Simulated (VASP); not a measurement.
# WO (F-43m) in VASP: further runs

Runs on WO. Level: PBE+U. Tasks: single point.

Everything below comes from runs of VASP 6.6.1. Logs are shortened: lines on timing, memory, paths and dates and some standing lists are left out, and cuts for length are marked.

## (1) The cell of the first run

It takes space group F-43m (No. 216, cubic). Conventional cell: a = 4.761 Å, b = 4.761 Å, c = 4.761 Å, α = 90.00°, β = 90.00°, γ = 90.00°. W (site symmetry -43m) has 4 O at 2.06 Å within 2.7 Å. O (site symmetry -43m) has 4 W at 2.06 Å within 2.7 Å.

## (2) Single point, PBE+U, collinear spin, ferromagnetic start

INCAR

```
PREC = Accurate ; ENCUT = 520
EDIFF = 1E-6 ; ISMEAR = 0
SIGMA = 0.02 ; LREAL = False
LASPH = True ; NELM = 150
ALGO = Normal ; ISIF = 2
LWAVE = False ; LCHARG = False
ISPIN = 2 ; MAGMOM = 1 0
LORBIT = 11 ; LMAXMIX = 4
LDAU = True ; LDAUTYPE = 2
LDAUL = 2 -1 ; LDAUU = 6.2 0
LDAUJ = 0 0 ; LDAUPRINT = 1
GGA = PE ; NBANDS = 21
```

KPOINTS

```
Automatic mesh
0
Gamma
  10 10 10
```

POSCAR

```
WO
1.0
    0.0000000000      2.3802715633      2.3802715633
    2.3802715633      0.0000000000      2.3802715633
    2.3802715633      2.3802715633      0.0000000000
W O
1 1
Direct
    0.0000000000      0.0000000000      0.0000000000
    0.2500000000      0.2500000000      0.2500000000
```

Potentials or basis: VASP PAW PBE potentials, release 64 (W_sv, O).

The run is started by

```sh
cat potpaw_PBE.64/W_sv/POTCAR potpaw_PBE.64/O/POTCAR > POTCAR
mpirun -np 1 vasp_std > vasp.out
```

OUTCAR:

```text
PREC = Accurate
   ENCUT = 520
   EDIFF = 1E-6
   ISMEAR = 0
   LREAL = False
   LASPH = True
   NELM = 150
   ISIF = 2
   ISPIN = 2
   LORBIT = 11
   GGA = PE

 ion  position               nearest neighbor table
   1  0.000  0.000  0.000-   2 2.06   2 2.06   2 2.06   2 2.06
   2  0.250  0.250  0.250-   1 2.06   1 2.06   1 2.06   1 2.06

  LATTYP: Found a face centered cubic cell.
 ALAT       =     4.7605431266

  Lattice vectors:

 A1 = (   0.0000000000,   2.3802715633,   2.3802715633)
 A2 = (   2.3802715633,   0.0000000000,   2.3802715633)
 A3 = (   2.3802715633,   2.3802715633,   0.0000000000)

Analysis of symmetry for initial positions (statically):
=====================================================================
 Subroutine PRICEL returns:
 Original cell was already a primitive cell.

 Routine SETGRP: Setting up the symmetry group for a
 face centered cubic supercell.

 Subroutine GETGRP returns: Found 24 space group operations
 (whereof 24 operations were pure point group operations)
 out of a pool of 48 trial point group operations.

The static configuration has the point symmetry T_d .

Analysis of symmetry for dynamics (positions and initial velocities):
=====================================================================
 Subroutine PRICEL returns:
 Original cell was already a primitive cell.

 Routine SETGRP: Setting up the symmetry group for a
 face centered cubic supercell.

 Subroutine GETGRP returns: Found 24 space group operations
 (whereof 24 operations were pure point group operations)
 out of a pool of 48 trial point group operations.

The dynamic configuration has the point symmetry T_d .

Analysis of structural, dynamic, and magnetic symmetry:
=====================================================================
 Subroutine PRICEL returns:
 Original cell was already a primitive cell.

 Routine SETGRP: Setting up the symmetry group for a
 face centered cubic supercell.

 Subroutine GETGRP returns: Found 24 space group operations
 (whereof 24 operations were pure point group operations)
 out of a pool of 48 trial point group operations.

The overall configuration has the point symmetry T_d .

 Subroutine INISYM returns: Found 24 space group operations
 (whereof 24 operations are pure point group operations),
 and found     1 'primitive' translations

----------------------------------------------------------------------------------------

                                     Primitive cell

  volume of cell :      26.9718

  direct lattice vectors                    reciprocal lattice vectors
     0.000000000  2.380271563  2.380271563    -0.210060065  0.210060065  0.210060065
     2.380271563  0.000000000  2.380271563     0.210060065 -0.210060065  0.210060065
     2.380271563  2.380271563  0.000000000     0.210060065  0.210060065 -0.210060065

  length of vectors
     3.366212327  3.366212327  3.366212327     0.363834706  0.363834706  0.363834706

  position of ions in fractional coordinates (direct lattice)
     0.000000000  0.000000000  0.000000000
     0.250000000  0.250000000  0.250000000

  ion indices of the primitive-cell ions
   primitive index   ion index
                 1           1
                 2           2

----------------------------------------------------------------------------------------

 KPOINTS: Automatic mesh

Automatic generation of k-mesh.
 Grid dimensions read from file:
 generate k-points for:   10   10   10

 Generating k-lattice:

[... 57 lines left out ...]
   LSORBIT =      F    spin-orbit coupling
   LASPH  =      T    aspherical Exc in radial PAW
   ENCUT  =  520.0 eV  38.22 Ry    6.18 a.u.   6.26  6.26  6.26*2*pi/ulx,y,z
   NELM   =    150;   NELMIN=  2; NELMDL= -5     # of ELM steps
   EDIFF  = 0.1E-05   stopping-criterion for ELM
   LREAL  =      F    real-space projection
   EDIFFG = 0.1E-04   stopping-criterion for IOM
   NSW    =      0    number of steps for IOM
   IBRION =     -1    ionic relax: 0-MD 1-quasi-New 2-CG
   NFREE  =      0    steps in history (QN), initial steepest desc. (CG)
   ISIF   =      2    stress and relaxation
   ISYM   =      2    0-nonsym 1-usesym 2-fastsym
   POTIM  = 0.5000    time-step for ionic-motion
   TEBEG  =    0.0;   TEEND  =   0.0 temperature during run
   PSTRESS=    0.0 pullay stress
   NELECT =      20.0000    total number of electrons
   NUPDOWN=      -1.0000    fix difference up-down
   EMIN   =  10.00;   EMAX   =-10.00  energy-range for DOS
   EFERMI =   0.00;   METHOD = LEGACY
   ISMEAR =     0;   SIGMA  =   0.02  broadening in eV -4-tet -1-fermi 0-gaus
   EFERMI_NEDOS =   21; number of points for ismear=-14 and -15
   IALGO  =     38    algorithm
   IMIX   =      4    mixing-type and parameters
     AMIX     =   0.40;   BMIX     =  1.00
     AMIX_MAG =   1.60;   BMIX_MAG =  1.00
  volume/ion in A,a.u.               =      13.49        91.01
  Fermi-wavevector in a.u.,A,eV,Ry     =   1.481773  2.800145 29.873646  2.195651
  Thomas-Fermi vector in A             =   2.595642
   LORBIT       =     11    0 simple, 1 ext, 2 COOP (PROOUT), +10 PAW based schemes
 LDA+U is selected, type is set to LDAUTYPE =  2
   angular momentum for each species LDAUL =     2   -1
   U (eV)           for each species LDAUU =   6.2  0.0
   J (eV)           for each species LDAUJ =   0.0  0.0
   GGA     = PE    functional components
   LHFCALC =     F    Hartree Fock is set to
   AEXX    =    0.0000 exact exchange contribution
   IVDW    =     0    specifies the selected vdW correction
   LEPSILON=     F    determine dielectric tensor
   LRPA    =     F    only Hartree local field effects (RPA)
 spin polarized calculation
 Gauss-broadening in eV      SIGMA  =   0.02
  energy-cutoff  :      520.00
  volume of cell :       26.97
 maximum number of plane-waves:       745
 NGX is ok and might be reduce to    28
   NGX = 13   NGY = 13   NGZ = 13

atom =   1  type =  1  l = 2

 onsite density matrix

spin component  1

  0.2689  0.0000 -0.0000  0.0000  0.0000
  0.0000  0.2689 -0.0000  0.0000 -0.0000
 -0.0000 -0.0000  0.8107 -0.0000 -0.0000
  0.0000  0.0000 -0.0000  0.2689 -0.0000
  0.0000 -0.0000 -0.0000 -0.0000  0.8107

spin component  2

  0.2172  0.0000 -0.0000  0.0000  0.0000
  0.0000  0.2172 -0.0000  0.0000 -0.0000
 -0.0000 -0.0000  0.0456 -0.0000 -0.0000
  0.0000  0.0000 -0.0000  0.2172 -0.0000
  0.0000 -0.0000 -0.0000 -0.0000  0.0456

 occupancies and eigenvectors

  o =  0.0456  v =  0.0000  0.0000  0.0000  0.0000  0.0000  0.0000  0.0000  0.9999  0.0000  0.0163      0.0000  0.0000  0.0000  0.0000  0.0000  0.0000  0.0000  0.0000  0.0000  0.0000
  o =  0.0456  v =  0.0000  0.0000  0.0000  0.0000  0.0000  0.0000  0.0000 -0.0163  0.0000  0.9999      0.0000  0.0000  0.0000  0.0000  0.0000  0.0000  0.0000  0.0000  0.0000  0.0000
  o =  0.2172  v =  0.0000  0.0000  0.0000  0.0000  0.0000  1.0000  0.0000  0.0000  0.0000  0.0000      0.0000  0.0000  0.0000  0.0000  0.0000  0.0000  0.0000  0.0000  0.0000  0.0000
  o =  0.2172  v =  0.0000  0.0000  0.0000  0.0000  0.0000  0.0000 -0.9068  0.0000 -0.4216  0.0000      0.0000  0.0000  0.0000  0.0000  0.0000  0.0000  0.0000  0.0000  0.0000  0.0000
  o =  0.2172  v =  0.0000  0.0000  0.0000  0.0000  0.0000  0.0000 -0.4216  0.0000  0.9068 -0.0000      0.0000  0.0000  0.0000  0.0000  0.0000  0.0000  0.0000  0.0000  0.0000  0.0000
  o =  0.2689  v =  1.0000  0.0000  0.0000  0.0000  0.0000  0.0000  0.0000  0.0000  0.0000  0.0000      0.0000  0.0000  0.0000  0.0000  0.0000  0.0000  0.0000  0.0000  0.0000  0.0000
  o =  0.2689  v =  0.0000 -0.7442  0.0000  0.6680 -0.0000  0.0000  0.0000  0.0000  0.0000  0.0000      0.0000  0.0000  0.0000  0.0000  0.0000  0.0000  0.0000  0.0000  0.0000  0.0000
  o =  0.2689  v =  0.0000  0.6680 -0.0000  0.7442 -0.0000  0.0000  0.0000  0.0000  0.0000  0.0000      0.0000  0.0000  0.0000  0.0000  0.0000  0.0000  0.0000  0.0000  0.0000  0.0000
  o =  0.8107  v =  0.0000 -0.0000 -0.9999 -0.0000 -0.0114  0.0000  0.0000  0.0000  0.0000  0.0000      0.0000  0.0000  0.0000  0.0000  0.0000  0.0000  0.0000  0.0000  0.0000  0.0000
  o =  0.8107  v =  0.0000 -0.0000 -0.0114  0.0000  0.9999  0.0000  0.0000  0.0000  0.0000  0.0000      0.0000  0.0000  0.0000  0.0000  0.0000  0.0000  0.0000  0.0000  0.0000  0.0000

 number of electron      19.9999998 magnetization       2.0011338

 Free energy of the ion-electron system (eV)
  ---------------------------------------------------
  ext. energy  EPLUGINS =         0.00000000
  ---------------------------------------------------
  free energy    TOTEN  =       -12.89558648 eV

  energy without entropy =      -12.89558648  energy(sigma->0) =      -12.89558648

 E-fermi :   9.4820     XC(G=0): -12.0572

 val. band max:        9.1407278983   @ k =   0.3000   0.3000   0.0000
 cond. band min:       9.6831260312   @ k =   0.2000   0.2000   0.0000
 fundamental gap:      0.5423981329
 Fermi energy:         9.4819747752

 spin component 1

 k-point     1 :       0.0000    0.0000    0.0000
  band No.  band energies     occupation
      1     -67.2101      1.00000
      2     -31.4143      1.00000
      3     -31.4143      1.00000
      4     -31.4142      1.00000
      5     -12.9754      1.00000
      6       0.8833      1.00000
[... 1145 lines left out ...]
     20      30.3204      0.00000
     21      32.5266      0.00000

 [... further k-points ...]
[... 5 lines left out ...]
  --------------------------------------------------------------------------------------
  -------------------------------------------------------------------------------------
  Total        2.5920207      2.5920207      2.5920207      0.0000000      0.0000000      0.0000000
  in kB      153.9712129    153.9712129    153.9712129      0.0000000      0.0000000      0.0000000
  external PRESSURE =     153.9712129 kB  Pullay stress =       0.0000000 kB

 VOLUME and BASIS-vectors are now :
 -----------------------------------------------------------------------------
  energy-cutoff  :      520.00
  volume of cell :       26.97
      direct lattice vectors                 reciprocal lattice vectors
     0.000000000  2.380271563  2.380271563    -0.210060065  0.210060065  0.210060065
     2.380271563  0.000000000  2.380271563     0.210060065 -0.210060065  0.210060065
     2.380271563  2.380271563  0.000000000     0.210060065  0.210060065 -0.210060065

 POSITION                                       TOTAL-FORCE (eV/Angst)
 -----------------------------------------------------------------------------------
      0.00000      0.00000      0.00000        -0.000000     -0.000000     -0.000000
      1.19014      1.19014      1.19014         0.000000      0.000000      0.000000
 -----------------------------------------------------------------------------------
    total drift:                                0.000000      0.000000      0.000000

  FREE ENERGIE OF THE ION-ELECTRON SYSTEM (eV)
  ---------------------------------------------------
  free  energy   TOTEN  =       -12.8955864821 eV

  energy  without entropy=      -12.8955864821  energy(sigma->0) =      -12.89558648

 total charge

# of ion       s       p       d       tot
------------------------------------------
    1        2.292   6.273   3.126  11.691
    2        1.571   3.559   0.000   5.130
--------------------------------------------------
tot          3.863   9.833   3.126  16.821

 magnetization (x)

# of ion       s       p       d       tot
------------------------------------------
    1        0.024   0.015   1.670   1.708
    2        0.000   0.045   0.000   0.045
--------------------------------------------------
tot          0.024   0.060   1.670   1.753
```

Wall time 42 s (1 thread of AMD EPYC 9R45 (Zen 5), shared host); peak memory 0.17 GiB.

What came out:

* Free energy: -12.8956 eV
* Pressure: 15.4 GPa
* Band gap on the k mesh: 0.54 eV, indirect (least direct gap 1.08 eV)
* Net moment: 2.00 μB per cell
* Site moments: W +1.71; O +0.04 μB
* Valence electrons inside the program's atomic spheres: W 11.69; O 5.13

Levels at points of the mesh, in eV from the valence-band top:
Spin up:
```csv
k point,band 8,band 9,band 10,band 11,band 12,band 13,band 14,band 15
"(0.00, 0.00, 0.00)",-8.26,-3.60,-3.50,-3.50,3.58,3.58,3.59,12.05
"(0.50, 0.00, 0.00)",-8.09,-2.72,-2.72,-0.85,2.22,2.55,2.55,6.37
"(0.50, 0.50, 0.00)",-6.89,-2.74,-2.53,-2.33,2.12,2.12,7.06,7.25
```
Spin down:
```
           k point  band 5  band 6  band 7  band 8  band 9  band 10  band 11  band 12  band 13  band 14
(0.00, 0.00, 0.00)  -21.94   -7.86   -7.86   -7.86   -2.97     2.53     2.53     4.40     4.40     4.40
(0.50, 0.00, 0.00)  -21.26   -8.26   -7.34   -7.34   -0.22     2.57     2.57     3.16     3.60     3.60
(0.50, 0.50, 0.00)  -21.04   -8.83   -6.65   -6.65   -2.11     1.29     3.22     3.22     4.24     8.08
```

Eigenvalues of the final occupation matrices:
| site | spin | trace | eigenvalues |
| --- | --- | --- | --- |
| site 1 d | 1 | 2.43 | 0.27 0.27 0.27 0.81 0.81 |
| site 1 d | 2 | 0.74 | 0.05 0.05 0.22 0.22 0.22 |

Caveat: spin-orbit coupling is left out, which moves the levels of the heavy elements.

(Continued in part 2 of 2.)
